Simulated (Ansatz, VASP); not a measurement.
Two plane-wave programs on GaP

INCAR

```
PREC = Accurate
ENCUT = 520
EDIFF = 1E-6
ISMEAR = 0
SIGMA = 0.05
LREAL = F
LASPH = T
NELM = 100
ALGO = Normal
ISIF = 2
LWAVE = F
LCHARG = F
GGA = PE
NBANDS = 16
```

Contents of KPOINTS:

```
regular mesh
0
Gamma
  10 10 10
```

POSCAR

```
GaP
1.0
    0.0000000000      2.8240697070      2.8240697070
    2.8240697070      0.0000000000      2.8240697070
    2.8240697070      2.8240697070      0.0000000000
Ga P
1 1
Direct
    0.0000000000      0.0000000000      0.0000000000
    0.7500000000      0.7500000000      0.7500000000
```

Input for Ansatz:

```yaml
crystal:
  lattice:
    - [0.0, 2.824069707, 2.824069707]
    - [2.824069707, 0.0, 2.824069707]
    - [2.824069707, 2.824069707, 0.0]
  atoms:
    - { symbol: Ga, position: [0.0, 0.0, 0.0] }
    - { symbol: P, position: [0.75, 0.75, 0.75] }
basis:
  ecutwfc: 420
kpoints:
  mp_grid: { grid: [10, 10, 10] }
hamiltonian:
  xc: pbe
scf:
  occupations: { method: gaussian, width: 0.05 }
output:
  forces: true
  stress: true
  eigenvalues: true
```

Alike in both runs: task single point; functional PBE; k mesh 10 × 10 × 10; occupations gaussian, width 0.05 eV; no spin polarisation.

|  | VASP | Ansatz |
| --- | --- | --- |
| version | VASP 6.6.1 | Ansatz 0.2.0 |
| potentials or method | VASP PAW PBE potentials, release 64 (Ga_d, P), cutoff 520 eV | scalar-relativistic, plane waves, PAW |
| valence electrons in the cell | 18 | 18 |

Ansatz gave:

* gap on the k mesh at the Fermi level (eV): 0.97
* least direct gap on the mesh (eV): 0.97
* pressure (GPa): -4.9

Question: Estimate VASP's values.

Answer: gap on the k mesh at the Fermi level (eV): 0.97; least direct gap on the mesh (eV): 0.97; pressure (GPa): -5.0.

The functional is the same, so the differences come from potentials, cutoffs and numerics.
